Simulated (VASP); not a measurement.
# Al: single point with r2SCAN+D3(BJ)

Al, a slab with vacuum:

```xyz
19
Lattice="5.7276 0.0000 0.0000 4.2957 7.4403 0.0000 0.0000 0.0000 16.6765" Properties=species:S:1:pos:R:3 pbc="T T T"
Al    1.4319    0.8267    1.0000
Al    4.2957    0.8267    1.0000
Al    2.8638    3.3068    1.0000
Al    5.7276    3.3068    1.0000
Al    4.2957    5.7869    1.0000
Al    7.1595    5.7869    1.0000
Al   -0.0146    1.6509    3.2938
Al    2.8409    1.6450    3.2996
Al    1.4110    4.1573    3.2833
Al    4.2761    4.1261    3.2712
Al    2.8463    6.6071    3.2780
Al    5.7251    6.6248    3.2795
Al   -0.0010   -0.0569    5.5414
Al    2.8578   -0.0048    5.5964
Al    1.4153    2.5324    5.5619
Al    4.2151    2.5521    5.5481
Al    2.8239    4.9827    5.5676
Al    5.6974    4.9964    5.5612
Al    5.6359    1.6088    7.6452
```

```json
{"Program": "VASP 6.6.1", "Task": "single point", "Functional": "r2SCAN", "Dispersion": "D3(BJ)", "Potentials or basis": "VASP PAW PBE potentials, release 64 (Al)", "Cutoff": "520 eV", "k mesh": "4 × 3 × 1", "Occupations": "gaussian, width 0.05 eV", "Spin": "no spin polarisation", "Dipole correction": "no", "Further INCAR settings": "LREAL = Auto; ALGO = Normal; EDIFF = 1e-06; NBANDS = 44"}
```

```yaml
Largest_force: 0.107 eV/Å
Band_gap_on_the_k_mesh: zero (an odd number of electrons rules out a gap without spin polarisation)
Dispersion_energy_per_atom: -0.100 eV
```

Forces on the atoms (eV/Å):
```
Al  -0.086 -0.007  0.015
Al   0.095 -0.004  0.004
Al   0.053 -0.042  0.039
Al  -0.045 -0.036 -0.025
Al  -0.040  0.084 -0.053
Al   0.024  0.008  0.064
Al  -0.004  0.003 -0.004
Al   0.002  0.007 -0.002
Al   0.004 -0.002  0.001
Al  -0.002 -0.005  0.002
Al   0.003  0.003  0.004
Al  -0.003 -0.001 -0.001
Al   0.001 -0.004 -0.001
Al   0.000  0.000 -0.007
Al   0.004  0.003 -0.007
Al  -0.003  0.003 -0.003
Al   0.001 -0.002 -0.008
Al   0.000 -0.005 -0.012
Al  -0.004 -0.004 -0.007
```

Levels at points of the mesh, in eV from the Fermi level:
| k point | band 26 | band 27 | band 28 | band 29 | band 30 | band 31 | band 32 | band 33 |
| --- | --- | --- | --- | --- | --- | --- | --- | --- |
| (0.00, 0.00, 0.00) | -0.64 | -0.52 | -0.46 | -0.33 | -0.19 | -0.14 | 0.78 | 1.00 |
| (0.50, 0.00, 0.00) | -1.07 | -0.57 | -0.31 | -0.04 | 0.70 | 0.95 | 1.10 | 1.12 |

Run time: 15 min on 1 thread of Intel(R) Xeon(R) 6975P-C (Granite Rapids) (shared host), peak memory 0.86 GiB.

Caveat: the PAW data sets were made with another functional, which shifts forces and pressure a little.
